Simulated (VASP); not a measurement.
# ZrC (I4mm) in VASP: further runs

Runs on ZrC. Level: PBE. Tasks: single point.

Program: VASP 6.6.1. These are calculated values, not measurements. Logs are shortened: lines on timing, memory, paths and dates and some standing lists are left out, and cuts for length are marked.

## (1) The cell of the first run

The structure is tetragonal, space group I4mm (No. 107). Conventional cell: a = 3.324 Å, b = 3.324 Å, c = 4.700 Å, α = 90.00°, β = 90.00°, γ = 90.00°. Zr (site symmetry 4mm) has 6 C at 2.05 to 2.65 Å within 2.7 Å. Within 2.7 Å of C (site symmetry 4mm) lie 6 Zr at 2.05 to 2.65 Å.

## (2) Single point, PBE

File INCAR:

```
SYSTEM = ZrC
PREC = Accurate
ENCUT = 520
EDIFF = 1E-6
ISMEAR = 0
SIGMA = 0.15
LREAL = .FALSE.
LASPH = .TRUE.
NELM = 80
ALGO = Normal
ISIF = 2
LWAVE = .FALSE.
LCHARG = .FALSE.
GGA = PE
NBANDS = 15
```

File KPOINTS:

```
regular mesh
0
G
  18 18 18
  0 0 0
```

File POSCAR:

```
ZrC
1.0
    0.0000000000      2.3502100000      2.3502100000
    2.3502100000      0.0000000000      2.3502100000
    2.3502100000      2.3502100000      0.0000000000
Zr C
1 1
Direct
    0.5000000000      0.5000000000      0.5000000000
    0.0638240838      0.0638240838     -0.0638240838
```

Potentials or basis: VASP PAW PBE potentials, release 64 (Zr_sv, C).

On the command line:

```sh
cat potpaw_PBE.64/Zr_sv/POTCAR potpaw_PBE.64/C/POTCAR > POTCAR
mpirun -np 1 vasp_std > vasp.out
```

OUTCAR:

```text
SYSTEM = ZrC
   PREC = Accurate
   ENCUT = 520
   EDIFF = 1E-6
   ISMEAR = 0
   LREAL = .FALSE.
   LASPH = .TRUE.
   NELM = 80
   ISIF = 2
   GGA = PE

 ion  position               nearest neighbor table
   1  0.500  0.500  0.500-   2 2.05   2 2.37   2 2.37   2 2.37   2 2.37   2 2.65
   2  0.064  0.064  0.936-   1 2.05   1 2.37   1 2.37   1 2.37   1 2.37   1 2.65

  LATTYP: Found a face centered cubic cell.
 ALAT       =     4.7004200000

  Lattice vectors:

 A1 = (   0.0000000000,   2.3502100000,   2.3502100000)
 A2 = (   2.3502100000,   0.0000000000,   2.3502100000)
 A3 = (   2.3502100000,   2.3502100000,   0.0000000000)

Analysis of symmetry for initial positions (statically):
=====================================================================
 Subroutine PRICEL returns:
 Original cell was already a primitive cell.

 Routine SETGRP: Setting up the symmetry group for a
 face centered cubic supercell.

 Subroutine GETGRP returns: Found  8 space group operations
 (whereof  8 operations were pure point group operations)
 out of a pool of 48 trial point group operations.

The static configuration has the point symmetry C_4v.

Analysis of symmetry for dynamics (positions and initial velocities):
=====================================================================
 Subroutine PRICEL returns:
 Original cell was already a primitive cell.

 Routine SETGRP: Setting up the symmetry group for a
 face centered cubic supercell.

 Subroutine GETGRP returns: Found  8 space group operations
 (whereof  8 operations were pure point group operations)
 out of a pool of 48 trial point group operations.

The dynamic configuration has the point symmetry C_4v.

 Subroutine INISYM returns: Found  8 space group operations
 (whereof  8 operations are pure point group operations),
 and found     1 'primitive' translations

----------------------------------------------------------------------------------------

                                     Primitive cell

  volume of cell :      25.9627

  direct lattice vectors                    reciprocal lattice vectors
     0.000000000  2.350210000  2.350210000    -0.212746946  0.212746946  0.212746946
     2.350210000  0.000000000  2.350210000     0.212746946 -0.212746946  0.212746946
     2.350210000  2.350210000  0.000000000     0.212746946  0.212746946 -0.212746946

  length of vectors
     3.323698856  3.323698856  3.323698856     0.368488520  0.368488520  0.368488520

  position of ions in fractional coordinates (direct lattice)
     0.500000000  0.500000000  0.500000000
     0.063824084  0.063824084  0.936175916

  ion indices of the primitive-cell ions
   primitive index   ion index
                 1           1
                 2           2

[... 88 lines left out ...]
   IALGO  =     38    algorithm
   IMIX   =      4    mixing-type and parameters
     AMIX     =   0.40;   BMIX     =  1.00
     AMIX_MAG =   1.60;   BMIX_MAG =  1.00
  volume/ion in A,a.u.               =      12.98        87.60
  Fermi-wavevector in a.u.,A,eV,Ry     =   1.393151  2.632673 26.407131  1.940869
  Thomas-Fermi vector in A             =   2.516825
   LORBIT       =      0    0 simple, 1 ext, 2 COOP (PROOUT), +10 PAW based schemes
   GGA     = PE    functional components
   LHFCALC =     F    Hartree Fock is set to
   AEXX    =    0.0000 exact exchange contribution
   IVDW    =     0    specifies the selected vdW correction
   LEPSILON=     F    determine dielectric tensor
   LRPA    =     F    only Hartree local field effects (RPA)
 non-spin polarized calculation
 Gauss-broadening in eV      SIGMA  =   0.15
  energy-cutoff  :      520.00
  volume of cell :       25.96
 maximum number of plane-waves:       725
 NGX is ok and might be reduce to    28
   NGX = 13   NGY = 13   NGZ = 13

 number of electron      16.0000000 magnetization

 Free energy of the ion-electron system (eV)
  ---------------------------------------------------
  ext. energy  EPLUGINS =         0.00000000
  ---------------------------------------------------
  free energy    TOTEN  =       -19.10265452 eV

  energy without entropy =      -19.10027768  energy(sigma->0) =      -19.10146610

 E-fermi :   9.6115     XC(G=0): -12.0940

 val. band max:        9.6068576901   @ k =   0.5000   0.0556  -0.4444
 cond. band min:       9.6153327109   @ k =  -0.1111   0.1111   0.0000
 fundamental gap:      0.0084750208
 Fermi energy:         9.6115468296

 k-point     1 :       0.0000    0.0000    0.0000
  band No.  band energies     occupation
      1     -38.4677      2.00000
      2     -16.2379      2.00000
      3     -16.1891      2.00000
      4     -16.1891      2.00000
      5      -1.6058      2.00000
      6       8.9741      2.00000
      7       8.9741      2.00000
      8       9.2192      1.99978
      9      10.7223      0.00000
     10      12.4524      0.00000
     11      12.5244      0.00000
     12      12.5244      0.00000
     13      14.4026      0.00000
     14      16.6629      0.00000
[... 401 lines left out ...]
      2     -16.9394      2.00000
      3     -16.3043      2.00000
      4     -16.2703      2.00000
      5       0.6616      2.00000
      6       5.1642      2.00000
      7       6.9379      2.00000
      8       7.3703      2.00000
      9      12.4755      0.00000
     10      13.4666      0.00000
     11      13.9153      0.00000
     12      17.6005      0.00000
     13      18.3242      0.00000
     14      19.4478      0.00000
     15      23.3220      0.00000

 [... further k-points ...]

------------------------ aborting loop because EDIFF is reached ----------------------------------------

  FORCE on cell =-STRESS in cart. coord.  units (eV):
  Direction    XX          YY          ZZ          XY          YZ          ZX
  --------------------------------------------------------------------------------------
  -------------------------------------------------------------------------------------
  Total        0.0985423      0.0985423      4.2389785      0.0000000     -0.0000000      0.0000000
  in kB        6.0811154      6.0811154    261.5903930      0.0000000     -0.0000000      0.0000000
  external PRESSURE =      91.2508746 kB  Pullay stress =       0.0000000 kB

 VOLUME and BASIS-vectors are now :
 -----------------------------------------------------------------------------
  energy-cutoff  :      520.00
  volume of cell :       25.96
      direct lattice vectors                 reciprocal lattice vectors
     0.000000000  2.350210000  2.350210000    -0.212746946  0.212746946  0.212746946
     2.350210000  0.000000000  2.350210000     0.212746946 -0.212746946  0.212746946
     2.350210000  2.350210000  0.000000000     0.212746946  0.212746946 -0.212746946

 POSITION                                       TOTAL-FORCE (eV/Angst)
 -----------------------------------------------------------------------------------
      2.35021      2.35021      2.35021         0.000000      0.000000      2.839265
      2.35021      2.35021      0.30000         0.000000      0.000000     -2.839265
 -----------------------------------------------------------------------------------
    total drift:                               -0.000000     -0.000000      0.000150

  FREE ENERGIE OF THE ION-ELECTRON SYSTEM (eV)
  ---------------------------------------------------
  free  energy   TOTEN  =       -19.1026545165 eV

  energy  without entropy=      -19.1002776806  energy(sigma->0) =      -19.10146610
```

stdout:

```text
POSCAR found type information on POSCAR ZrC
 POSCAR found :  2 types and       2 ions
 scaLAPACK will be used
 LDA part: xc-table for (Slater+PW92), standard interpolation
 POSCAR, INCAR and KPOINTS ok, starting setup
 FFT: planning ... GRIDC
 FFT: planning ... GRID_SOFT
 FFT: planning ... GRID
 WAVECAR not read
 entering main loop
```

It took 2 min on 1 thread of AMD EPYC 9R45 (Zen 5), shared host; peak memory 0.28 GiB.

What came out:

- Free energy: -19.1027 eV
- Pressure: 9.1 GPa
- Largest force: 2.839 eV/Å
- Band gap on the k mesh: zero (bands 8 and 9 overlap by 0.71 eV)

Forces in eV/Å, atoms in the order of the input:
```
Zr   0.000  0.000  2.839
C    0.000  0.000 -2.839
```

Stress tensor (GPa, compression positive):
```
 0.61  0.00  0.00
 0.00  0.61  0.00
 0.00  0.00 26.16
```

Levels at points of the mesh, in eV from the Fermi level:
| k point | band 6 | band 7 | band 8 | band 9 | band 10 | band 11 |
| --- | --- | --- | --- | --- | --- | --- |
| (0.00, 0.00, 0.00) | -0.64 | -0.64 | -0.39 | 1.11 | 2.84 | 2.91 |
| (0.50, 0.00, 0.00) | -5.19 | -2.88 | -2.75 | 4.19 | 4.59 | 5.15 |
| (0.50, 0.50, 0.00) | -1.78 | -1.73 | 0.06 | 0.06 | 4.52 | 5.62 |
| (0.00, 0.50, 0.50) | -2.84 | -2.08 | -0.16 | 1.41 | 5.01 | 5.63 |

Caveat: the cell differs from its parent crystal (all C atoms moved -0.300 Å, as atom 2 towards its neighbour atom 1 (Zr) at 2.350 Å); the cell stands under pressure; forces of over 1 eV/Å act on the atoms, so gaps and moduli don't describe the material at rest.

## (3) Single point, PBE

File INCAR:

```
  ALGO = Normal
  EDIFF = 1E-6
  ENCUT = 520
  GGA = PE
  ISIF = 2
  ISMEAR = 0
  LASPH = True
  LCHARG = True
  LELF = True
  LREAL = False
  LVHAR = True
  LWAVE = False
  NBANDS = 15
  NELM = 80
  PREC = Accurate
  SIGMA = 0.15
```

File KPOINTS:

```
k-points
0
Gamma
  18 18 18
```

Edit POSCAR of step 2 so:

```diff
@@ -9,2 +9,2 @@
     0.5000000000      0.5000000000      0.5000000000
-    0.0638240838      0.0638240838     -0.0638240838
+   -0.0478680629     -0.0478680629      0.0478680629
```

Potentials or basis: VASP PAW PBE potentials, release 64 (Zr_sv, C).

On the command line:

```sh
cat potpaw_PBE.64/Zr_sv/POTCAR potpaw_PBE.64/C/POTCAR > POTCAR
mpirun -np 1 vasp_std > vasp.out
```

Wall time 2 min (1 thread of AMD EPYC 9R45 (Zen 5), shared host); peak memory 0.28 GiB.

The run converged. Its results:

```yaml
Free_energy: -19.2768 eV
Pressure: 5.6 GPa
Largest_force: 1.844 eV/Å
Band_gap_on_the_k_mesh: zero (bands 8 and 9 overlap by 0.89 eV)
```

Forces on the atoms (eV/Å):
```
Zr   0.000  0.000 -1.844
C    0.000  0.000  1.844
```

Stress tensor (GPa, compression positive):
```
 0.89  0.00  0.00
 0.00  0.89  0.00
 0.00  0.00 15.00
```

Levels at points of the mesh, in eV from the Fermi level:
```
           k point  band 6  band 7  band 8  band 9  band 10  band 11
(0.00, 0.00, 0.00)   -0.30   -0.30   -0.05    1.04     2.35     2.35
(0.50, 0.00, 0.00)   -5.29   -2.96   -2.88    4.26     4.49     5.17
(0.50, 0.50, 0.00)   -1.94   -1.84    0.01    0.01     4.42     5.58
(0.00, 0.50, 0.50)   -2.54   -2.13   -0.13    0.87     4.72     5.58
```

Caveat: the cell differs from its parent crystal (all C atoms moved +0.225 Å, as atom 2 towards its neighbour atom 1 (Zr) at 2.350 Å); the cell stands under pressure; forces of over 1 eV/Å act on the atoms, so gaps and moduli don't describe the material at rest.

## (4) Single point, PBE

File INCAR:

```
ALGO = Normal ; EDIFF = 1E-6
ENCUT = 520 ; GGA = PE
ISIF = 2 ; ISMEAR = 0
LASPH = True ; LCHARG = False
LREAL = False ; LWAVE = False
NBANDS = 15 ; NELM = 100
PREC = Accurate ; SIGMA = 0.15
```

KPOINTS is that of step 3.

Edit POSCAR of step 3 so:

```diff
@@ -9,2 +9,2 @@
     0.5000000000      0.5000000000      0.5000000000
-   -0.0478680629     -0.0478680629      0.0478680629
+    0.0319120419      0.0319120419     -0.0319120419
```

Potentials or basis: VASP PAW PBE potentials, release 64 (Zr_sv, C).

On the command line:

```sh
cat potpaw_PBE.64/Zr_sv/POTCAR potpaw_PBE.64/C/POTCAR > POTCAR
mpirun -np 1 vasp_std > vasp.out
```

OUTCAR:

```text
EDIFF = 1E-6
   ENCUT = 520
   GGA = PE
   ISIF = 2
   ISMEAR = 0
   LASPH = True
   LREAL = False
   NELM = 100
   PREC = Accurate

 ion  position               nearest neighbor table
   1  0.500  0.500  0.500-   2 2.20   2 2.35   2 2.35   2 2.35   2 2.35   2 2.50
   2  0.032  0.032  0.968-   1 2.20   1 2.35   1 2.35   1 2.35   1 2.35   1 2.50

  LATTYP: Found a face centered cubic cell.
 ALAT       =     4.7004200000

  Lattice vectors:

 A1 = (   0.0000000000,   2.3502100000,   2.3502100000)
 A2 = (   2.3502100000,   0.0000000000,   2.3502100000)
 A3 = (   2.3502100000,   2.3502100000,   0.0000000000)

Analysis of symmetry for initial positions (statically):
=====================================================================
 Subroutine PRICEL returns:
 Original cell was already a primitive cell.

 Routine SETGRP: Setting up the symmetry group for a
 face centered cubic supercell.

 Subroutine GETGRP returns: Found  8 space group operations
 (whereof  8 operations were pure point group operations)
 out of a pool of 48 trial point group operations.

The static configuration has the point symmetry C_4v.

Analysis of symmetry for dynamics (positions and initial velocities):
[... 178 lines left out ...]
     10      11.5436      0.00000
     11      11.5436      0.00000
     12      12.4273      0.00000
     13      13.1049      0.00000
     14      16.8549      0.00000
[... 401 lines left out ...]
      2     -16.9317      2.00000
      3     -16.2921      2.00000
      4     -16.2811      2.00000
      5       0.6524      2.00000
      6       5.2119      2.00000
      7       6.9442      2.00000
      8       7.2127      2.00000
      9      12.6855      0.00000
     10      13.6102      0.00000
     11      13.8885      0.00000
     12      17.7102      0.00000
     13      18.2382      0.00000
     14      19.1321      0.00000
     15      23.6592      0.00000

 [... further k-points ...]

------------------------ aborting loop because EDIFF is reached ----------------------------------------

  FORCE on cell =-STRESS in cart. coord.  units (eV):
  Direction    XX          YY          ZZ          XY          YZ          ZX
  --------------------------------------------------------------------------------------
  -------------------------------------------------------------------------------------
  Total        0.1933673      0.1933673      1.1809772      0.0000000      0.0000000      0.0000000
  in kB       11.9328319     11.9328319     72.8789500      0.0000000      0.0000000      0.0000000
  external PRESSURE =      32.2482046 kB  Pullay stress =       0.0000000 kB

 VOLUME and BASIS-vectors are now :
 -----------------------------------------------------------------------------
  energy-cutoff  :      520.00
  volume of cell :       25.96
      direct lattice vectors                 reciprocal lattice vectors
     0.000000000  2.350210000  2.350210000    -0.212746946  0.212746946  0.212746946
     2.350210000  0.000000000  2.350210000     0.212746946 -0.212746946  0.212746946
     2.350210000  2.350210000  0.000000000     0.212746946  0.212746946 -0.212746946

 POSITION                                       TOTAL-FORCE (eV/Angst)
 -----------------------------------------------------------------------------------
      2.35021      2.35021      2.35021         0.000000      0.000000      1.069044
      2.35021      2.35021      0.15000         0.000000      0.000000     -1.069044
 -----------------------------------------------------------------------------------
    total drift:                                0.000000      0.000000      0.000244

  FREE ENERGIE OF THE ION-ELECTRON SYSTEM (eV)
  ---------------------------------------------------
  free  energy   TOTEN  =       -19.3845532187 eV

  energy  without entropy=      -19.3824480534  energy(sigma->0) =      -19.38350064
```

It took 2 min on 1 thread of AMD EPYC 9R45 (Zen 5), shared host; peak memory 0.28 GiB.

Results:

```
Free energy            : -19.3846 eV
Pressure               : 3.2 GPa
Largest force          : 1.069 eV/Å
Band gap on the k mesh : zero (bands 8 and 9 overlap by 1.00 eV)
```

Forces in eV/Å, atoms in the order of the input:
```
Zr   0.000  0.000  1.069
C    0.000  0.000 -1.069
```

Levels at points of the mesh, in eV from the Fermi level:
| k point | band 6 | band 7 | band 8 | band 9 | band 10 | band 11 |
| --- | --- | --- | --- | --- | --- | --- |
| (0.00, 0.00, 0.00) | 0.09 | 0.09 | 0.35 | 1.02 | 1.86 | 1.86 |
| (0.50, 0.00, 0.00) | -5.34 | -2.99 | -2.95 | 4.35 | 4.45 | 5.21 |
| (0.50, 0.50, 0.00) | -2.05 | -1.84 | -0.01 | -0.01 | 4.39 | 5.58 |
| (0.00, 0.50, 0.50) | -2.21 | -2.14 | -0.07 | 0.43 | 4.52 | 5.58 |

Caveat: the cell differs from its parent crystal (all C atoms moved -0.150 Å, as atom 2 towards its neighbour atom 1 (Zr) at 2.350 Å); the cell stands under pressure; forces of over 1 eV/Å act on the atoms, so gaps and moduli don't describe the material at rest.

## (5) Overview

```csv
cell,gap on the mesh (eV),pressure (GPa),largest force (eV/Å)
"as given, atomic positions A",none,9.1,2.84
"as given, atomic positions B",none,5.6,1.84
"as given, atomic positions C",none,3.2,1.07
```

Alike in all rows: task single point; level PBE; potentials or basis VASP PAW PBE potentials, release 64 (Zr_sv, C); no spin polarisation; k mesh 18 × 18 × 18; cutoff (eV) 520; smearing gaussian 0.15 eV.

Caveats: the cell stands under pressure; forces of over 1 eV/Å act on the atoms, so gaps and moduli don't describe the material at rest.

Absolute energies hang on the potentials; compare differences alone.
